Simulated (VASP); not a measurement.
# Si (P2_1) in VASP: single point with PBE

Aim: the single point of Si with PBE.

All numbers are computed with VASP 6.6.1; they aren't measurements. Logs are shortened: lines on timing, memory, paths and dates and some standing lists are left out, and cuts for length are marked.

**1. The cell of the first run**

The structure is monoclinic, space group P2_1 (No. 4). The conventional cell has a = 3.868 Å, b = 5.470 Å, c = 3.868 Å, α = 90.00°, β = 90.00°, γ = 90.00°. Within 3.1 Å of Si (site symmetry 1) lie 4 Si at 2.33 to 2.41 Å. Within 3.1 Å of Si (site symmetry 1) lie 4 Si at 2.33 to 2.41 Å.

**2. Single point, PBE (atoms displaced along several vibrational modes)**

Contents of INCAR:

```
ALGO = Normal
EDIFF = 1E-6
ENCUT = 520
GGA = PE
ISIF = 2
ISMEAR = 0
LASPH = True
LCHARG = True
LELF = True
LREAL = False
LVHAR = True
LWAVE = False
NBANDS = 16
NELM = 100
PREC = Accurate
SIGMA = 0.05
```

Contents of KPOINTS:

```
k-points
0
Gamma
  8 8 6
```

Contents of POSCAR:

```
Si
1.0
    0.0000000000     -2.7347607592     -2.7347607592
    0.0000000000      2.7347607592     -2.7347607592
    5.4695215184      0.0000000000      0.0000000000
Si
4
Direct
    0.5131312051      0.5234414904      0.0000000000
   -0.0131312051     -0.0234414904      0.5000000000
    1.0027250093      0.4650525257      0.2500000000
    0.4972749907      0.0349474743      0.7500000000
```

Potentials or basis: VASP PAW PBE potentials, release 64 (Si).

On the command line:

```bash
$ cat potpaw_PBE.64/Si/POTCAR > POTCAR
$ mpirun -np 1 vasp_std > vasp.out
```

OUTCAR:

```text
EDIFF = 1E-6
   ENCUT = 520
   GGA = PE
   ISIF = 2
   ISMEAR = 0
   LASPH = True
   LREAL = False
   NELM = 100
   PREC = Accurate

 ion  position               nearest neighbor table
   1  0.513  0.523  0.000-   4 2.33   3 2.35   4 2.41   3 2.41
   2  0.987  0.977  0.500-   3 2.33   4 2.35   3 2.41   4 2.41
   3  0.003  0.465  0.250-   2 2.33   1 2.35   2 2.41   1 2.41
   4  0.497  0.035  0.750-   1 2.33   2 2.35   1 2.41   2 2.41

  LATTYP: Found a simple tetragonal cell.
 ALAT       =     3.8675357555
 C/A-ratio  =     1.4142135624

  Lattice vectors:

 A1 = (   0.0000000000,  -2.7347607592,  -2.7347607592)
 A2 = (   0.0000000000,   2.7347607592,  -2.7347607592)
 A3 = (   5.4695215184,   0.0000000000,   0.0000000000)

Analysis of symmetry for initial positions (statically):
=====================================================================
 Subroutine PRICEL returns:
 Original cell was already a primitive cell.

 Routine SETGRP: Setting up the symmetry group for a
 simple tetragonal supercell.

 Subroutine GETGRP returns: Found  2 space group operations
 (whereof  1 operations were pure point group operations)
 out of a pool of 16 trial point group operations.

The static configuration has the point symmetry C_1 .
 The point group associated with its full space group is C_2 .

Analysis of symmetry for dynamics (positions and initial velocities):
=====================================================================
 Subroutine PRICEL returns:
 Original cell was already a primitive cell.

 Routine SETGRP: Setting up the symmetry group for a
 simple tetragonal supercell.

 Subroutine GETGRP returns: Found  2 space group operations
 (whereof  1 operations were pure point group operations)
 out of a pool of 16 trial point group operations.

The dynamic configuration has the point symmetry C_1 .
 The point group associated with its full space group is C_2 .

 Subroutine INISYM returns: Found  2 space group operations
 (whereof  1 operations are pure point group operations),
 and found     1 'primitive' translations

----------------------------------------------------------------------------------------

                                     Primitive cell

  volume of cell :      81.8122

  direct lattice vectors                    reciprocal lattice vectors
     0.000000000 -2.734760759 -2.734760759     0.000000000 -0.182831349 -0.182831349
     0.000000000  2.734760759 -2.734760759     0.000000000  0.182831349 -0.182831349
     5.469521518  0.000000000  0.000000000     0.182831349  0.000000000  0.000000000

  length of vectors
     3.867535756  3.867535756  5.469521518     0.258562574  0.258562574  0.182831349

  position of ions in fractional coordinates (direct lattice)
     0.513131205  0.523441490  0.000000000
     0.986868795  0.976558510  0.500000000
     0.002725009  0.465052526  0.250000000
     0.497274991  0.034947474  0.750000000

  ion indices of the primitive-cell ions
   primitive index   ion index
                 1           1
                 2           2
                 3           3
                 4           4

----------------------------------------------------------------------------------------

 KPOINTS: k-points

Automatic generation of k-mesh.
 Grid dimensions read from file:
 generate k-points for:    8    8    6

 Generating k-lattice:

  Cartesian coordinates                     Fractional coordinates (reciprocal lattice)
     0.000000000 -0.022853919 -0.022853919     0.125000000  0.000000000  0.000000000
     0.000000000  0.022853919 -0.022853919     0.000000000  0.125000000  0.000000000
     0.030471892  0.000000000  0.000000000     0.000000000  0.000000000  0.166666667

  Length of vectors
     0.032320322  0.032320322  0.030471892

  Shift w.r.t. Gamma in fractional coordinates (k-lattice)
     0.000000000  0.000000000  0.000000000

 Subroutine IBZKPT returns following result:
 ===========================================

 Found    136 irreducible k-points:

 Following reciprocal coordinates:
            Coordinates               Weight
  0.000000  0.000000  0.000000      1.000000
  0.125000  0.000000  0.000000      2.000000
  0.000000  0.125000  0.000000      2.000000
  0.250000  0.000000  0.000000      2.000000
  0.000000  0.250000  0.000000      2.000000
  0.375000  0.000000  0.000000      2.000000
[... 16 lines left out ...]
 -0.250000  0.250000  0.000000      2.000000
  0.375000  0.250000  0.000000      2.000000
 [... further k-points ...]
   k-points           NKPTS =    136   k-points in BZ     NKDIM =    136   number of bands    NBANDS=     16
   number of dos      NEDOS =    301   number of ions     NIONS =      4
   total plane-waves  NPLWV =  37800
   dimension x,y,z NGX =    30 NGY =   30 NGZ =   42
   dimension x,y,z NGXF=    60 NGYF=   60 NGZF=   84
   ions per type =               4
   NGX,Y,Z   is equivalent  to a cutoff of  12.90, 12.90, 12.77 a.u.
   NGXF,Y,Z  is equivalent  to a cutoff of  25.79, 25.79, 25.53 a.u.
 SYSTEM =  unknown system
   PREC   = accura    normal or accurate (medium, high low for compatibility)
   ISTART =      0    job   : 0-new  1-cont  2-samecut
   ICHARG =      2    charge: 1-file 2-atom 10-const
   ISPIN  =      1    spin polarized calculation?
   LNONCOLLINEAR =      F non collinear calculations
   LSORBIT =      F    spin-orbit coupling
   LASPH  =      T    aspherical Exc in radial PAW
   ENCUT  =  520.0 eV  38.22 Ry    6.18 a.u.   7.19  7.19 10.17*2*pi/ulx,y,z
   NELM   =    100;   NELMIN=  2; NELMDL= -5     # of ELM steps
   EDIFF  = 0.1E-05   stopping-criterion for ELM
   LREAL  =      F    real-space projection
   EDIFFG = 0.1E-04   stopping-criterion for IOM
   NSW    =      0    number of steps for IOM
   IBRION =     -1    ionic relax: 0-MD 1-quasi-New 2-CG
   NFREE  =      0    steps in history (QN), initial steepest desc. (CG)
   ISIF   =      2    stress and relaxation
   ISYM   =      2    0-nonsym 1-usesym 2-fastsym
   POTIM  = 0.5000    time-step for ionic-motion
   TEBEG  =    0.0;   TEEND  =   0.0 temperature during run
   PSTRESS=    0.0 pullay stress
   NELECT =      16.0000    total number of electrons
   NUPDOWN=      -1.0000    fix difference up-down
   EMIN   =  10.00;   EMAX   =-10.00  energy-range for DOS
   EFERMI =   0.00;   METHOD = LEGACY
   ISMEAR =     0;   SIGMA  =   0.05  broadening in eV -4-tet -1-fermi 0-gaus
   EFERMI_NEDOS =   21; number of points for ismear=-14 and -15
   IALGO  =     38    algorithm
   IMIX   =      4    mixing-type and parameters
     AMIX     =   0.40;   BMIX     =  1.00
     AMIX_MAG =   1.60;   BMIX_MAG =  1.00
  volume/ion in A,a.u.               =      20.45       138.02
  Fermi-wavevector in a.u.,A,eV,Ry     =   0.950259  1.795730 12.285964  0.902993
  Thomas-Fermi vector in A             =   2.078619
   LORBIT       =      0    0 simple, 1 ext, 2 COOP (PROOUT), +10 PAW based schemes
   GGA     = PE    functional components
   LHFCALC =     F    Hartree Fock is set to
   AEXX    =    0.0000 exact exchange contribution
   IVDW    =     0    specifies the selected vdW correction
   LEPSILON=     F    determine dielectric tensor
   LRPA    =     F    only Hartree local field effects (RPA)
 non-spin polarized calculation
 Gauss-broadening in eV      SIGMA  =   0.05
  energy-cutoff  :      520.00
  volume of cell :       81.81
 maximum number of plane-waves:      2248
 NGX is ok and might be reduce to    30
   NGX = 15   NGY = 15   NGZ = 21

 number of electron      15.9999999 magnetization

 Free energy of the ion-electron system (eV)
  ---------------------------------------------------
  ext. energy  EPLUGINS =         0.00000000
  ---------------------------------------------------
  free energy    TOTEN  =       -21.59883172 eV

  energy without entropy =      -21.59883172  energy(sigma->0) =      -21.59883172

 E-fermi :   5.8793     XC(G=0):  -9.3378

 val. band max:        5.6659800294   @ k =   0.0000   0.0000   0.0000
 cond. band min:       6.2157033020   @ k =  -0.3750   0.3750   0.0000
 fundamental gap:      0.5497232726
 Fermi energy:         5.8793103372

 k-point     1 :       0.0000    0.0000    0.0000
  band No.  band energies     occupation
      1      -6.1943      2.00000
      2      -2.1445      2.00000
      3      -2.0971      2.00000
      4       2.8263      2.00000
      5       2.8634      2.00000
      6       5.3924      2.00000
[... 8 lines left out ...]
     15      13.0856      0.00000
     16      13.2877      0.00000

 k-point     2 :       0.1250    0.0000    0.0000
  band No.  band energies     occupation
      1      -6.0607      2.00000
      2      -2.2145      2.00000
      3      -1.9522      2.00000
      4       2.1908      2.00000
      5       2.9431      2.00000
      6       4.6186      2.00000
[... 8 lines left out ...]
     15      12.6703      0.00000
     16      13.1550      0.00000

 k-point     3 :       0.0000    0.1250    0.0000
  band No.  band energies     occupation
      1      -6.0601      2.00000
      2      -2.1681      2.00000
      3      -1.9982      2.00000
      4       2.1582      2.00000
      5       2.9598      2.00000
      6       4.5264      2.00000
[... 8 lines left out ...]
     15      12.6510      0.00000
     16      13.1521      0.00000

 k-point     4 :       0.2500    0.0000    0.0000
  band No.  band energies     occupation
      1      -5.6656      2.00000
      2      -2.5525      2.00000
      3      -1.5173      2.00000
      4       1.4326      2.00000
      5       2.9831      2.00000
      6       3.2527      2.00000
[... 8 lines left out ...]
     15      11.9080      0.00000
     16      12.8187      0.00000

 k-point     5 :       0.0000    0.2500    0.0000
  band No.  band energies     occupation
      1      -5.6629      2.00000
      2      -2.5105      2.00000
      3      -1.5641      2.00000
      4       1.3928      2.00000
      5       2.9328      2.00000
      6       3.2698      2.00000
[... 8 lines left out ...]
     15      11.8686      0.00000
     16      13.0237      0.00000

 k-point     6 :       0.3750    0.0000    0.0000
  band No.  band energies     occupation
      1      -5.0301      2.00000
      2      -3.2814      2.00000
      3      -0.7996      2.00000
      4       1.3812      2.00000
      5       1.4926      2.00000
      6       2.8956      2.00000
[... 8 lines left out ...]
     15      11.6647      0.00000
     16      11.8238      0.00000
[... 267 lines left out ...]
 k-point    21 :      -0.1250    0.5000    0.0000
  band No.  band energies     occupation
      1      -4.1512      2.00000
      2      -3.9337      2.00000
      3      -0.0871      2.00000
      4       0.2544      2.00000
      5       1.9915      2.00000
      6       2.0875      2.00000
[... 8 lines left out ...]
     15      11.9660      0.00000
     16      12.2945      0.00000

 k-point    22 :       0.2500    0.2500    0.0000
  band No.  band energies     occupation
      1      -5.1329      2.00000
      2      -1.9881      2.00000
      3      -1.9402      2.00000
      4       1.8160      2.00000
      5       1.8770      2.00000
      6       2.1400      2.00000
[... 8 lines left out ...]
     15      11.3486      0.00000
     16      11.3736      0.00000

 k-point    23 :      -0.2500    0.2500    0.0000
  band No.  band energies     occupation
      1      -5.1330      2.00000
      2      -1.9856      2.00000
      3      -1.9423      2.00000
      4       1.8190      2.00000
      5       1.8766      2.00000
      6       2.1290      2.00000
[... 8 lines left out ...]
     15      11.3285      0.00000
     16      11.3818      0.00000

 k-point    24 :       0.3750    0.2500    0.0000
  band No.  band energies     occupation
      1      -4.4952      2.00000
      2      -2.7300      2.00000
      3      -1.2463      2.00000
      4       0.9039      2.00000
      5       1.8200      2.00000
      6       2.3364      2.00000
[... 8 lines left out ...]
     15      12.3243      0.00000
     16      12.9787      0.00000

 [... further k-points ...]

------------------------ aborting loop because EDIFF is reached ----------------------------------------

  FORCE on cell =-STRESS in cart. coord.  units (eV):
  Direction    XX          YY          ZZ          XY          YZ          ZX
  --------------------------------------------------------------------------------------
  -------------------------------------------------------------------------------------
  Total       -0.1641284     -0.0960833     -0.2919648      0.0000000     -0.0985505      0.0000000
  in kB       -3.2142254     -1.8816574     -5.7177232      0.0000000     -1.9299734      0.0000000
  external PRESSURE =      -3.6045353 kB  Pullay stress =       0.0000000 kB

 VOLUME and BASIS-vectors are now :
 -----------------------------------------------------------------------------
  energy-cutoff  :      520.00
  volume of cell :       81.81
      direct lattice vectors                 reciprocal lattice vectors
     0.000000000 -2.734760759 -2.734760759     0.000000000 -0.182831349 -0.182831349
     0.000000000  2.734760759 -2.734760759     0.000000000  0.182831349 -0.182831349
     5.469521518  0.000000000  0.000000000     0.182831349  0.000000000  0.000000000

 POSITION                                       TOTAL-FORCE (eV/Angst)
 -----------------------------------------------------------------------------------
      0.00000      0.02820     -2.83478         0.106461      0.458404      0.188809
      2.73476     -0.02820     -5.36950         0.106461     -0.458404     -0.188809
      1.36738      1.26436     -1.27926        -0.106461      0.273225     -0.739226
      4.10214     -1.26436     -1.45550        -0.106461     -0.273225      0.739226
 -----------------------------------------------------------------------------------
    total drift:                               -0.000001     -0.000000     -0.000000

  FREE ENERGIE OF THE ION-ELECTRON SYSTEM (eV)
  ---------------------------------------------------
  free  energy   TOTEN  =       -21.5988317237 eV

  energy  without entropy=      -21.5988317237  energy(sigma->0) =      -21.59883172
```

Run time: 64 s. Hardware: 1 thread of AMD EPYC 9R45 (Zen 5), shared host; peak memory 0.23 GiB.

What came out:

```yaml
Free_energy: -21.5988 eV
Pressure: -0.4 GPa
Largest_force: 0.795 eV/Å
Band_gap_on_the_k_mesh: 0.55 eV (least direct gap 0.70 eV)
```

Forces in eV/Å, atoms in the order of the input:
```
Si   0.106  0.458  0.189
Si   0.106 -0.458 -0.189
Si  -0.106  0.273 -0.739
Si  -0.106 -0.273  0.739
```

Caveat: the cell differs from its parent crystal (atoms displaced along several vibrational modes). A k mesh can miss the band edges.
